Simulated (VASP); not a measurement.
# Ga2BSb3 (P6/mmm) in VASP: relaxation of cell and atoms with PBE

Aim: the relaxation of cell and atoms of Ga2BSb3 with PBE.

Program: VASP 6.6.1. These are calculated values, not measurements. Logs are shortened: lines on timing, memory, paths and dates and some standing lists are left out, and cuts for length are marked.

### Step 1. The cell of the first run

Symmetry: P6/mmm, No. 191, hexagonal system. The conventional cell has a = 9.437 Å, b = 9.437 Å, c = 2.870 Å, α = 90.00°, β = 90.00°, γ = 120.00°. Ga (site symmetry -6m2) has 3 Sb at 2.72 Å and 2 Ga at 2.87 Å within 3.6 Å. B (site symmetry 6/mmm) has 2 B at 2.87 Å within 3.8 Å. Within 3.6 Å of Sb (site symmetry mmm) lie 2 Ga at 2.72 Å and 2 Sb at 2.87 Å.

The cell was generated, and may not be a known phase.

### Step 2. Relaxation of cell and atoms, PBE

INCAR reads:

```
SYSTEM = Ga2BSb3
PREC     = Accurate       ! precision mode
ENCUT    = 600            ! plane-wave cutoff, eV
EDIFF    = 1E-6           ! SCF threshold, eV
ISMEAR   = 0              ! smearing method
SIGMA    = 0.1            ! smearing width, eV
LREAL    = .False.        ! projectors in reciprocal space
LASPH    = .True.         ! aspherical terms in the spheres
NELM     = 100            ! most SCF steps
ALGO     = Normal         ! electronic algorithm
ISIF     = 3              ! what is computed and relaxed
LWAVE    = .False.        ! write WAVECAR
LCHARG   = .False.        ! write CHGCAR
GGA      = PE             ! functional
IBRION   = 2              ! ionic algorithm
NSW      = 100            ! ionic steps
EDIFFG   = -0.01          ! ionic threshold
```

KPOINTS reads:

```
regular mesh
0
Gamma
  6 6 14
  0 0 0
```

POSCAR reads:

```
Ga2BSb3
1.0
    9.4371258902      0.0000000000      0.0000000000
   -4.7185629451      8.1727907596      0.0000000000
    0.0000000000      0.0000000000      2.8703327842
Ga B Sb
2 1 3
Direct
    0.3333333333      0.6666666667      0.5000000000
    0.6666666667      0.3333333333      0.5000000000
    0.0000000000      0.0000000000      0.5000000000
    0.5000000000      0.0000000000      0.5000000000
    0.0000000000      0.5000000000      0.5000000000
    0.5000000000      0.5000000000      0.5000000000
```

Potentials or basis: VASP PAW PBE potentials, release 64 (Ga_d, B, Sb).

Launch:

```sh
$ cat potpaw_PBE.64/Ga_d/POTCAR potpaw_PBE.64/B/POTCAR potpaw_PBE.64/Sb/POTCAR > POTCAR
$ mpirun -np 1 vasp_std > vasp.out
```

OUTCAR:

```text
SYSTEM = Ga2BSb3
   PREC = Accurate
   ENCUT = 600
   EDIFF = 1E-6
   ISMEAR = 0
   LREAL = .False.
   LASPH = .True.
   NELM = 100
   ISIF = 3
   GGA = PE
   IBRION = 2
   NSW = 100
   EDIFFG = -0.01

 ion  position               nearest neighbor table
   1  0.333  0.667  0.500-   4 2.72   5 2.72   6 2.72
   2  0.667  0.333  0.500-   4 2.72   5 2.72   6 2.72
   3  0.000  0.000  0.500-
   4  0.500  0.000  0.500-   1 2.72   2 2.72
   5  0.000  0.500  0.500-   1 2.72   2 2.72
   6  0.500  0.500  0.500-   1 2.72   2 2.72

  LATTYP: Found a hexagonal cell.
 ALAT       =     9.4371258902
 C/A-ratio  =     0.3041532790

  Lattice vectors:

 A1 = (   9.4371258902,   0.0000000000,   0.0000000000)
 A2 = (  -4.7185629451,   8.1727907596,   0.0000000000)
 A3 = (   0.0000000000,   0.0000000000,   2.8703327842)

Analysis of symmetry for initial positions (statically):
=====================================================================
 Subroutine PRICEL returns:
 Original cell was already a primitive cell.

 Routine SETGRP: Setting up the symmetry group for a
 hexagonal supercell.

 Subroutine GETGRP returns: Found 24 space group operations
 (whereof 24 operations were pure point group operations)
 out of a pool of 24 trial point group operations.

The static configuration has the point symmetry D_6h.

Analysis of symmetry for dynamics (positions and initial velocities):
=====================================================================
 Subroutine PRICEL returns:
 Original cell was already a primitive cell.

 Routine SETGRP: Setting up the symmetry group for a
 hexagonal supercell.

 Subroutine GETGRP returns: Found 24 space group operations
 (whereof 24 operations were pure point group operations)
 out of a pool of 24 trial point group operations.

The dynamic configuration has the point symmetry D_6h.

 Subroutine INISYM returns: Found 24 space group operations
 (whereof 24 operations are pure point group operations),
 and found     1 'primitive' translations

----------------------------------------------------------------------------------------

                                     Primitive cell

  volume of cell :     221.3820

  direct lattice vectors                    reciprocal lattice vectors
     9.437125890  0.000000000  0.000000000     0.105964465  0.061178613  0.000000000
    -4.718562945  8.172790760  0.000000000     0.000000000  0.122357225  0.000000000
     0.000000000  0.000000000  2.870332784     0.000000000  0.000000000  0.348391659

  length of vectors
     9.437125890  9.437125890  2.870332784     0.122357225  0.122357225  0.348391659

  position of ions in fractional coordinates (direct lattice)
     0.333333333  0.666666667  0.500000000
     0.666666667  0.333333333  0.500000000
     0.000000000  0.000000000  0.500000000
     0.500000000  0.000000000  0.500000000
     0.000000000  0.500000000  0.500000000
     0.500000000  0.500000000  0.500000000

  ion indices of the primitive-cell ions
   primitive index   ion index
                 1           1
                 2           2
                 3           3
                 4           4
                 5           5
                 6           6

----------------------------------------------------------------------------------------

 KPOINTS: regular mesh

Automatic generation of k-mesh.
 Grid dimensions read from file:
 generate k-points for:    6    6   14

 Generating k-lattice:

  Cartesian coordinates                     Fractional coordinates (reciprocal lattice)
     0.017660744  0.010196435  0.000000000     0.166666667  0.000000000  0.000000000
     0.000000000  0.020392871  0.000000000     0.000000000  0.166666667  0.000000000
     0.000000000  0.000000000  0.024885118     0.000000000  0.000000000  0.071428571

  Length of vectors
     0.020392871  0.020392871  0.024885118

  Shift w.r.t. Gamma in fractional coordinates (k-lattice)
     0.000000000  0.000000000  0.000000000

 Subroutine IBZKPT returns following result:
 ===========================================

 Found     56 irreducible k-points:

 Following reciprocal coordinates:
            Coordinates               Weight
  0.000000  0.000000  0.000000      1.000000
  0.166667  0.000000  0.000000      6.000000
  0.333333  0.000000  0.000000      6.000000
  0.500000  0.000000  0.000000      3.000000
  0.166667  0.166667  0.000000      6.000000
  0.333333  0.166667  0.000000     12.000000
[... 16 lines left out ...]
  0.166667  0.000000  0.214286     12.000000
  0.333333  0.000000  0.214286     12.000000
 [... further k-points ...]
   k-points           NKPTS =     56   k-points in BZ     NKDIM =     56   number of bands    NBANDS=     26
   number of dos      NEDOS =    301   number of ions     NIONS =      6
   total plane-waves  NPLWV = 153600
   dimension x,y,z NGX =    80 NGY =   80 NGZ =   24
   dimension x,y,z NGXF=   160 NGYF=  160 NGZF=   48
   ions per type =               2   1   3
   NGX,Y,Z   is equivalent  to a cutoff of  14.09, 14.09, 13.90 a.u.
   NGXF,Y,Z  is equivalent  to a cutoff of  28.19, 28.19, 27.80 a.u.
 SYSTEM =  Ga2BSb3
   PREC   = accura    normal or accurate (medium, high low for compatibility)
   ISTART =      0    job   : 0-new  1-cont  2-samecut
   ICHARG =      2    charge: 1-file 2-atom 10-const
   ISPIN  =      1    spin polarized calculation?
   LNONCOLLINEAR =      F non collinear calculations
   LSORBIT =      F    spin-orbit coupling
   LASPH  =      T    aspherical Exc in radial PAW
   ENCUT  =  600.0 eV  44.10 Ry    6.64 a.u.  18.85 18.85  5.73*2*pi/ulx,y,z
   NELM   =    100;   NELMIN=  2; NELMDL= -5     # of ELM steps
   EDIFF  = 0.1E-05   stopping-criterion for ELM
   LREAL  =      F    real-space projection
   EDIFFG = -.1E-01   stopping-criterion for IOM
   NSW    =    100    number of steps for IOM
   IBRION =      2    ionic relax: 0-MD 1-quasi-New 2-CG
   NFREE  =      1    steps in history (QN), initial steepest desc. (CG)
   ISIF   =      3    stress and relaxation
   ISYM   =      2    0-nonsym 1-usesym 2-fastsym
   POTIM  = 0.5000    time-step for ionic-motion
   TEBEG  =    0.0;   TEEND  =   0.0 temperature during run
   PSTRESS=    0.0 pullay stress
   NELECT =      44.0000    total number of electrons
   NUPDOWN=      -1.0000    fix difference up-down
   EMIN   =  10.00;   EMAX   =-10.00  energy-range for DOS
   EFERMI =   0.00;   METHOD = LEGACY
   ISMEAR =     0;   SIGMA  =   0.10  broadening in eV -4-tet -1-fermi 0-gaus
   EFERMI_NEDOS =   21; number of points for ismear=-14 and -15
   IALGO  =     38    algorithm
   IMIX   =      4    mixing-type and parameters
     AMIX     =   0.40;   BMIX     =  1.00
     AMIX_MAG =   1.60;   BMIX_MAG =  1.00
  volume/ion in A,a.u.               =      36.90       248.99
  Fermi-wavevector in a.u.,A,eV,Ry     =   0.955385  1.805415 12.418852  0.912760
  Thomas-Fermi vector in A             =   2.084217
   LORBIT       =      0    0 simple, 1 ext, 2 COOP (PROOUT), +10 PAW based schemes
   GGA     = PE    functional components
   LHFCALC =     F    Hartree Fock is set to
   AEXX    =    0.0000 exact exchange contribution
   IVDW    =     0    specifies the selected vdW correction
   LEPSILON=     F    determine dielectric tensor
   LRPA    =     F    only Hartree local field effects (RPA)
 conjugate gradient relaxation of ions
 non-spin polarized calculation
 Gauss-broadening in eV      SIGMA  =   0.10
  energy-cutoff  :      600.00
  volume of cell :      221.38
 maximum number of plane-waves:      7428
 NGX is ok and might be reduce to    80
   NGX = 37   NGY = 37   NGZ = 11

--------------------------------------- Ionic step        1  -------------------------------------------

 number of electron      44.0000006 magnetization

 Free energy of the ion-electron system (eV)
  ---------------------------------------------------
  ext. energy  EPLUGINS =         0.00000000
  ---------------------------------------------------
  free energy    TOTEN  =       -17.82769033 eV

  energy without entropy =      -17.78350896  energy(sigma->0) =      -17.80559965

------------------------ aborting loop because EDIFF is reached ----------------------------------------

  FORCE on cell =-STRESS in cart. coord.  units (eV):
  Direction    XX          YY          ZZ          XY          YZ          ZX
  --------------------------------------------------------------------------------------
  -------------------------------------------------------------------------------------
  Total        0.4660671      0.4660671      0.6435313      0.0000000      0.0000000      0.0000000
  in kB        3.3730025      3.3730025      4.6573393      0.0000000      0.0000000      0.0000000
  external PRESSURE =       3.8011148 kB  Pullay stress =       0.0000000 kB
[... 145 lines left out ...]
  energy  without entropy=      -17.7873994103  energy(sigma->0) =      -17.80947422

--------------------------------------- Ionic step        5  -------------------------------------------

 number of electron      44.0000003 magnetization

 Free energy of the ion-electron system (eV)
  ---------------------------------------------------
  ext. energy  EPLUGINS =         0.00000000
  ---------------------------------------------------
  free energy    TOTEN  =       -17.83161247 eV

  energy without entropy =      -17.78722659  energy(sigma->0) =      -17.80941953

 E-fermi :   2.1565     XC(G=0):  -7.5721

 val. band max:        2.1524844230   @ k =   0.3333   0.1667   0.0714
 cond. band min:       2.1689636541   @ k =   0.3333   0.1667   0.3571
 fundamental gap:      0.0164792311
 Fermi energy:         2.1564721435

 k-point     1 :       0.0000    0.0000    0.0000
  band No.  band energies     occupation
      1     -12.7950      2.00000
      2     -12.7913      2.00000
      3     -12.6913      2.00000
      4     -12.6913      2.00000
      5     -12.6796      2.00000
      6     -12.6796      2.00000
[... 685 lines left out ...]
     25       3.4413      0.00000
     26       3.9305      0.00000

 [... further k-points ...]

------------------------ aborting loop because EDIFF is reached ----------------------------------------

  FORCE on cell =-STRESS in cart. coord.  units (eV):
  Direction    XX          YY          ZZ          XY          YZ          ZX
  --------------------------------------------------------------------------------------
  -------------------------------------------------------------------------------------
  Total        0.0115756      0.0115756     -0.0490981      0.0000000      0.0000000      0.0000000
  in kB        0.0825213      0.0825213     -0.3500154      0.0000000      0.0000000      0.0000000
  external PRESSURE =      -0.0616576 kB  Pullay stress =       0.0000000 kB
[... 21 lines left out ...]
  FREE ENERGIE OF THE ION-ELECTRON SYSTEM (eV)
  ---------------------------------------------------
  free  energy   TOTEN  =       -17.8316124686 eV

  energy  without entropy=      -17.7872265914  energy(sigma->0) =      -17.80941953

 reached required accuracy - stopping structural energy minimisation
```

Wall time 10 min (1 thread of AMD EPYC 9R45 (Zen 5), shared host); peak memory 0.67 GiB.

Results:

```
Free energy                           : -17.8316 eV
Relaxed volume                        : 37.46 Å³/atom
Relaxed cell                          : a = 9.483 Å, b = 9.483 Å, c = 2.886 Å, α = 90.00°, β = 90.00°, γ = 120.00°
Space group after relaxing (to 0.1 Å) : P6/mmm (No. 191)
Energy gained by relaxing             : 0.7 meV/atom
Ionic steps                           : 5
Pressure after relaxing               : 0.0 GPa
Band gap on the k mesh                : zero (bands 22 and 23 overlap by 1.52 eV)
```

Step by step:
```
step  energy change (eV)  largest force (eV/Å)  pressure (GPa)  volume (Å³)
   1              0.0000                0.0000            0.38       221.38
   2             -0.0038                0.0000            0.06       224.20
   3             -0.0038                0.0000           -0.01       224.80
   4             -0.0039                0.0000            0.01       224.65
   5             -0.0039                0.0000           -0.01       224.74
```

Final structure:
```
Ga B Sb
1.0
     9.48276    0.00000    0.00000
    -4.74138    8.21231    0.00000
     0.00000    0.00000    2.88594
Ga B Sb
2 1 3
Cartesian
  0.0000 5.4749 1.4430
  4.7414 2.7374 1.4430
  0.0000 0.0000 1.4430
  4.7414 0.0000 1.4430
  -2.3707 4.1062 1.4430
  2.3707 4.1062 1.4430
```

Caveat: spin-orbit coupling is left out, which moves the levels of the heavy elements.
